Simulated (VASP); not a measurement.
# Cu (Fm-3m) in VASP: single point with PBE

Aim: the single point of Cu with PBE.

All numbers are computed with VASP 6.6.1; they aren't measurements. Logs are shortened: lines on timing, memory, paths and dates and some standing lists are left out, and cuts for length are marked.

### Step 1. The cell of the first run

The structure is cubic, space group Fm-3m (No. 225). Conventional cell: a = 3.630 Å, b = 3.630 Å, c = 3.630 Å, α = 90.00°, β = 90.00°, γ = 90.00°. Within 3.4 Å of Cu (site symmetry m-3m) lie 12 Cu at 2.57 Å.

### Step 2. Single point, PBE

File INCAR:

```
SYSTEM = Cu
ALGO = Normal
EDIFF = 1E-6
ENCUT = 520
GGA = PE
ISIF = 2
ISMEAR = 0
LASPH = .TRUE.
LCHARG = .FALSE.
LREAL = .FALSE.
LWAVE = .FALSE.
NBANDS = 12
NELM = 80
PREC = Accurate
SIGMA = 0.1
```

File KPOINTS:

```
k-points
0
G
  20 20 20
  0 0 0
```

File POSCAR:

```
Cu
1.0
    0.0000000000      1.8148741505      1.8148741505
    1.8148741505      0.0000000000      1.8148741505
    1.8148741505      1.8148741505      0.0000000000
Cu
1
Direct
    0.0000000000      0.0000000000      0.0000000000
```

Potentials or basis: VASP PAW PBE potentials, release 64 (Cu).

On the command line:

```bash
> cat potpaw_PBE.64/Cu/POTCAR > POTCAR
> mpirun -np 1 vasp_std > vasp.out
```

OUTCAR:

```text
SYSTEM = Cu
   EDIFF = 1E-6
   ENCUT = 520
   GGA = PE
   ISIF = 2
   ISMEAR = 0
   LASPH = .TRUE.
   LREAL = .FALSE.
   NELM = 80
   PREC = Accurate

 ion  position               nearest neighbor table
   1  0.000  0.000  0.000-

  LATTYP: Found a face centered cubic cell.
 ALAT       =     3.6297483010

  Lattice vectors:

 A1 = (   0.0000000000,   1.8148741505,   1.8148741505)
 A2 = (   1.8148741505,   0.0000000000,   1.8148741505)
 A3 = (   1.8148741505,   1.8148741505,   0.0000000000)

Analysis of symmetry for initial positions (statically):
=====================================================================
 Subroutine PRICEL returns:
 Original cell was already a primitive cell.

 Routine SETGRP: Setting up the symmetry group for a
 face centered cubic supercell.

 Subroutine GETGRP returns: Found 48 space group operations
 (whereof 48 operations were pure point group operations)
 out of a pool of 48 trial point group operations.

The static configuration has the point symmetry O_h .

Analysis of symmetry for dynamics (positions and initial velocities):
=====================================================================
 Subroutine PRICEL returns:
 Original cell was already a primitive cell.

 Routine SETGRP: Setting up the symmetry group for a
 face centered cubic supercell.

 Subroutine GETGRP returns: Found 48 space group operations
 (whereof 48 operations were pure point group operations)
 out of a pool of 48 trial point group operations.

The dynamic configuration has the point symmetry O_h .

 Subroutine INISYM returns: Found 48 space group operations
 (whereof 48 operations are pure point group operations),
 and found     1 'primitive' translations

----------------------------------------------------------------------------------------

                                     Primitive cell

  volume of cell :      11.9555

  direct lattice vectors                    reciprocal lattice vectors
     0.000000000  1.814874150  1.814874150    -0.275501197  0.275501197  0.275501197
     1.814874150  0.000000000  1.814874150     0.275501197 -0.275501197  0.275501197
     1.814874150  1.814874150  0.000000000     0.275501197  0.275501197 -0.275501197

  length of vectors
     2.566619638  2.566619638  2.566619638     0.477182070  0.477182070  0.477182070

  position of ions in fractional coordinates (direct lattice)
     0.000000000  0.000000000  0.000000000

  ion indices of the primitive-cell ions
   primitive index   ion index
                 1           1

----------------------------------------------------------------------------------------

 KPOINTS: k-points

Automatic generation of k-mesh.
 Grid dimensions read from file:
 generate k-points for:   20   20   20

 Generating k-lattice:

  Cartesian coordinates                     Fractional coordinates (reciprocal lattice)
    -0.013775060  0.013775060  0.013775060     0.050000000  0.000000000  0.000000000
     0.013775060 -0.013775060  0.013775060     0.000000000  0.050000000  0.000000000
     0.013775060  0.013775060 -0.013775060     0.000000000  0.000000000  0.050000000

  Length of vectors
     0.023859103  0.023859103  0.023859103

  Shift w.r.t. Gamma in fractional coordinates (k-lattice)
     0.000000000  0.000000000  0.000000000

 Subroutine IBZKPT returns following result:
 ===========================================

 Found    256 irreducible k-points:

 Following reciprocal coordinates:
            Coordinates               Weight
  0.000000  0.000000  0.000000      1.000000
  0.050000  0.000000  0.000000      8.000000
  0.100000  0.000000  0.000000      8.000000
  0.150000  0.000000  0.000000      8.000000
  0.200000  0.000000  0.000000      8.000000
  0.250000  0.000000  0.000000      8.000000
[... 16 lines left out ...]
 -0.400000  0.050000  0.000000     24.000000
 -0.350000  0.050000  0.000000     24.000000
 [... further k-points ...]
   k-points           NKPTS =    256   k-points in BZ     NKDIM =    256   number of bands    NBANDS=     12
   number of dos      NEDOS =    301   number of ions     NIONS =      1
   total plane-waves  NPLWV =   8000
   dimension x,y,z NGX =    20 NGY =   20 NGZ =   20
   dimension x,y,z NGXF=    40 NGYF=   40 NGZF=   40
   ions per type =               1
   NGX,Y,Z   is equivalent  to a cutoff of  12.95, 12.95, 12.95 a.u.
   NGXF,Y,Z  is equivalent  to a cutoff of  25.91, 25.91, 25.91 a.u.
 SYSTEM =  Cu
   PREC   = accura    normal or accurate (medium, high low for compatibility)
   ISTART =      0    job   : 0-new  1-cont  2-samecut
   ICHARG =      2    charge: 1-file 2-atom 10-const
   ISPIN  =      1    spin polarized calculation?
   LNONCOLLINEAR =      F non collinear calculations
   LSORBIT =      F    spin-orbit coupling
   LASPH  =      T    aspherical Exc in radial PAW
   ENCUT  =  520.0 eV  38.22 Ry    6.18 a.u.   4.77  4.77  4.77*2*pi/ulx,y,z
   NELM   =     80;   NELMIN=  2; NELMDL= -5     # of ELM steps
   EDIFF  = 0.1E-05   stopping-criterion for ELM
   LREAL  =      F    real-space projection
   EDIFFG = 0.1E-04   stopping-criterion for IOM
   NSW    =      0    number of steps for IOM
   IBRION =     -1    ionic relax: 0-MD 1-quasi-New 2-CG
   NFREE  =      0    steps in history (QN), initial steepest desc. (CG)
   ISIF   =      2    stress and relaxation
   ISYM   =      2    0-nonsym 1-usesym 2-fastsym
   POTIM  = 0.5000    time-step for ionic-motion
   TEBEG  =    0.0;   TEEND  =   0.0 temperature during run
   PSTRESS=    0.0 pullay stress
   NELECT =      11.0000    total number of electrons
   NUPDOWN=      -1.0000    fix difference up-down
   EMIN   =  10.00;   EMAX   =-10.00  energy-range for DOS
   EFERMI =   0.00;   METHOD = LEGACY
   ISMEAR =     0;   SIGMA  =   0.10  broadening in eV -4-tet -1-fermi 0-gaus
   EFERMI_NEDOS =   21; number of points for ismear=-14 and -15
   IALGO  =     38    algorithm
   IMIX   =      4    mixing-type and parameters
     AMIX     =   0.40;   BMIX     =  1.00
     AMIX_MAG =   1.60;   BMIX_MAG =  1.00
  volume/ion in A,a.u.               =      11.96        80.68
  Fermi-wavevector in a.u.,A,eV,Ry     =   1.592267  3.008948 34.495041  2.535314
  Thomas-Fermi vector in A             =   2.690679
   LORBIT       =      0    0 simple, 1 ext, 2 COOP (PROOUT), +10 PAW based schemes
   GGA     = PE    functional components
   LHFCALC =     F    Hartree Fock is set to
   AEXX    =    0.0000 exact exchange contribution
   IVDW    =     0    specifies the selected vdW correction
   LEPSILON=     F    determine dielectric tensor
   LRPA    =     F    only Hartree local field effects (RPA)
 non-spin polarized calculation
 Gauss-broadening in eV      SIGMA  =   0.10
  energy-cutoff  :      520.00
  volume of cell :       11.96
 maximum number of plane-waves:       332
   NGX =  9   NGY =  9   NGZ =  9

 number of electron      10.9999997 magnetization

 Free energy of the ion-electron system (eV)
  ---------------------------------------------------
  ext. energy  EPLUGINS =         0.00000000
  ---------------------------------------------------
  free energy    TOTEN  =        -3.72940231 eV

  energy without entropy =       -3.72806886  energy(sigma->0) =       -3.72873558

 E-fermi :   7.4086     XC(G=0): -12.6549

 val. band max:        7.3897491706   @ k =   0.5000   0.2500   0.1000
 cond. band min:       7.4555071739   @ k =   0.5000   0.3500   0.1500
 fundamental gap:      0.0657580033
 Fermi energy:         7.4085786803

 k-point     1 :       0.0000    0.0000    0.0000
  band No.  band energies     occupation
      1      -1.8234      2.00000
      2       4.4467      2.00000
      3       4.4467      2.00000
      4       4.4467      2.00000
      5       5.2533      2.00000
      6       5.2533      2.00000
      7      29.9313      0.00000
      8      32.4810      0.00000
      9      32.4810      0.00000
     10      32.4810      0.00000
     11      34.9639      0.00000
     12      34.9639      0.00000

 k-point     2 :       0.0500    0.0000    0.0000
  band No.  band energies     occupation
      1      -1.7330      2.00000
      2       4.4277      2.00000
      3       4.4639      2.00000
      4       4.4639      2.00000
      5       5.2465      2.00000
      6       5.2465      2.00000
      7      29.4239      0.00000
      8      31.2699      0.00000
      9      32.1757      0.00000
     10      32.1757      0.00000
     11      35.3991      0.00000
     12      35.3991      0.00000

 k-point     3 :       0.1000    0.0000    0.0000
  band No.  band energies     occupation
      1      -1.4642      2.00000
      2       4.3748      2.00000
      3       4.5098      2.00000
      4       4.5098      2.00000
      5       5.2311      2.00000
      6       5.2311      2.00000
      7      27.3780      0.00000
      8      30.6475      0.00000
      9      31.5847      0.00000
     10      31.5847      0.00000
     11      36.3501      0.00000
     12      36.3501      0.00000

 k-point     4 :       0.1500    0.0000    0.0000
  band No.  band energies     occupation
      1      -1.0249      2.00000
      2       4.3013      2.00000
      3       4.5664      2.00000
      4       4.5664      2.00000
      5       5.2241      2.00000
      6       5.2241      2.00000
      7      24.8167      0.00000
      8      30.4198      0.00000
      9      30.9938      0.00000
     10      30.9938      0.00000
     11      36.8326      0.00000
     12      37.2785      0.00000

 k-point     5 :       0.2000    0.0000    0.0000
  band No.  band energies     occupation
      1      -0.4317      2.00000
      2       4.2303      2.00000
      3       4.6039      2.00000
      4       4.6039      2.00000
      5       5.2526      2.00000
      6       5.2526      2.00000
      7      22.2525      0.00000
      8      30.1514      0.00000
      9      30.4821      0.00000
     10      30.4821      0.00000
     11      36.7975      0.00000
     12      36.8974      0.00000

 k-point     6 :       0.2500    0.0000    0.0000
  band No.  band energies     occupation
      1       0.2820      2.00000
      2       4.2000      2.00000
      3       4.5998      2.00000
      4       4.5998      2.00000
      5       5.3349      2.00000
      6       5.3349      2.00000
      7      19.7794      0.00000
      8      29.7963      0.00000
      9      30.0687      0.00000
     10      30.0688      0.00000
     11      35.7262      0.00000
     12      35.7262      0.00000

 k-point     7 :       0.3000    0.0000    0.0000
  band No.  band energies     occupation
      1       1.0463      2.00000
      2       4.2791      2.00000
      3       4.5606      2.00000
      4       4.5606      2.00000
      5       5.4576      2.00000
      6       5.4576      2.00000
      7      17.4370      0.00000
      8      29.3952      0.00000
      9      29.7556      0.00000
     10      29.7556      0.00000
     11      34.6021      0.00000
     12      34.6021      0.00000

 k-point     8 :       0.3500    0.0000    0.0000
  band No.  band energies     occupation
      1       1.7267      2.00000
      2       4.5078      2.00000
      3       4.5078      2.00000
      4       4.5866      2.00000
      5       5.5904      2.00000
      6       5.5904      2.00000
      7      15.2634      0.00000
      8      29.0113      0.00000
      9      29.5374      0.00000
     10      29.5374      0.00000
     11      33.6576      0.00000
     12      33.6576      0.00000
[... 166 lines left out ...]
 k-point    20 :       0.4500    0.0500    0.0000
  band No.  band energies     occupation
      1       2.3789      2.00000
      2       4.4017      2.00000
      3       4.4667      2.00000
      4       5.2685      2.00000
      5       5.7941      2.00000
      6       6.2894      2.00000
      7      12.2807      0.00000
      8      27.9652      0.00000
      9      28.2562      0.00000
     10      29.0496      0.00000
     11      33.3047      0.00000
     12      33.7276      0.00000

 k-point    21 :       0.5000    0.0500    0.0000
  band No.  band energies     occupation
      1       2.4715      2.00000
      2       4.3840      2.00000
      3       4.4445      2.00000
      4       5.4784      2.00000
      5       5.8130      2.00000
      6       6.8162      2.00000
      7      11.2349      0.00000
      8      27.6564      0.00000
      9      28.5724      0.00000
     10      28.7937      0.00000
     11      33.1782      0.00000
     12      33.4045      0.00000

 k-point    22 :      -0.4500    0.0500    0.0000
  band No.  band energies     occupation
      1       2.4547      2.00000
      2       4.3918      2.00000
      3       4.4450      2.00000
      4       5.4617      2.00000
      5       5.7769      2.00000
      6       6.6894      2.00000
      7      11.4705      0.00000
      8      27.3564      0.00000
      9      28.8322      0.00000
     10      29.0573      0.00000
     11      32.8088      0.00000
     12      33.6462      0.00000

 k-point    23 :      -0.4000    0.0500    0.0000
  band No.  band energies     occupation
      1       2.3148      2.00000
      2       4.4233      2.00000
      3       4.4686      2.00000
      4       5.1667      2.00000
      5       5.6897      2.00000
      6       6.1567      2.00000
      7      12.8034      0.00000
      8      27.1548      0.00000
      9      29.0802      0.00000
     10      29.6871      0.00000
     11      32.6395      0.00000
     12      34.0091      0.00000

 k-point    24 :      -0.3500    0.0500    0.0000
  band No.  band energies     occupation
      1       1.9656      2.00000
      2       4.4728      2.00000
      3       4.5119      2.00000
      4       4.6479      2.00000
      5       5.5633      2.00000
      6       5.8419      2.00000
      7      14.6445      0.00000
      8      27.0882      0.00000
      9      29.4852      0.00000
     10      30.3949      0.00000
     11      32.7263      0.00000
     12      34.4474      0.00000

 [... further k-points ...]
[... 5 lines left out ...]
  --------------------------------------------------------------------------------------
  -------------------------------------------------------------------------------------
  Total        0.0430153      0.0430153      0.0430153      0.0000000      0.0000000      0.0000000
  in kB        5.7645375      5.7645375      5.7645375      0.0000000      0.0000000      0.0000000
  external PRESSURE =       5.7645375 kB  Pullay stress =       0.0000000 kB

 VOLUME and BASIS-vectors are now :
 -----------------------------------------------------------------------------
  energy-cutoff  :      520.00
  volume of cell :       11.96
      direct lattice vectors                 reciprocal lattice vectors
     0.000000000  1.814874150  1.814874150    -0.275501197  0.275501197  0.275501197
     1.814874150  0.000000000  1.814874150     0.275501197 -0.275501197  0.275501197
     1.814874150  1.814874150  0.000000000     0.275501197  0.275501197 -0.275501197

 POSITION                                       TOTAL-FORCE (eV/Angst)
 -----------------------------------------------------------------------------------
      0.00000      0.00000      0.00000        -0.000000     -0.000000     -0.000000
 -----------------------------------------------------------------------------------
    total drift:                                0.000000      0.000000      0.000000

  FREE ENERGIE OF THE ION-ELECTRON SYSTEM (eV)
  ---------------------------------------------------
  free  energy   TOTEN  =        -3.7294023063 eV

  energy  without entropy=       -3.7280688625  energy(sigma->0) =       -3.72873558
```

Run time: 47 s. Hardware: 1 thread of Intel Xeon 8259CL, shared host; peak memory 0.15 GiB.

Results:

| Property | Result |
| --- | --- |
| Free energy | -3.7294 eV |
| Pressure | 0.6 GPa |

Levels at points of the mesh, in eV from the Fermi level:
```tsv
k point	band 3	band 4	band 5	band 6	band 7	band 8	band 9	band 10
(0.00, 0.00, 0.00)	-2.96	-2.96	-2.16	-2.16	22.52	25.07	25.07	25.07
(0.50, 0.00, 0.00)	-2.99	-1.60	-1.60	-0.94	3.72	21.02	21.91	21.91
(0.50, 0.50, 0.00)	-1.62	-1.46	-1.46	1.53	7.06	13.01	13.01	17.48
```
